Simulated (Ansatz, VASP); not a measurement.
## Ca: VASP beside Ansatz

```
Ca
1.0
    -3.52975    3.52975    2.88376
     3.52975   -3.52975    2.88376
     3.52975    3.52975   -2.88376
Ca
3
Cartesian
  0.0000 3.5297 1.4419
  3.5297 0.0000 1.4419
  0.0000 0.0000 0.0000
```

Alike in both runs: task relaxation of cell and atoms; functional PBE; k mesh 4 × 4 × 4; occupations gaussian, width 0.1 eV; no spin polarisation.

|  | VASP | Ansatz |
| --- | --- | --- |
| version | VASP 6.6.1 | Ansatz 0.2.0 |
| potentials or method | VASP PAW PBE potentials, release 64 (Ca_sv), cutoff 600 eV | scalar-relativistic, plane waves, PAW |
| valence electrons in the cell | 30 | 30 |

|  | VASP | Ansatz | Ansatz less VASP |
| --- | --- | --- | --- |
| gap on the k mesh at the Fermi level, each at its own relaxed structure (eV) | none | none | - |
| relaxed volume (Å³/atom) | 52.69 | 52.78 | +0.092 |
| relaxed cell length with the largest relative difference (Å) | 6.023 | 6.046 | +0.0226 |

A gap of «none» marks a metal or a gap that the smearing closes.
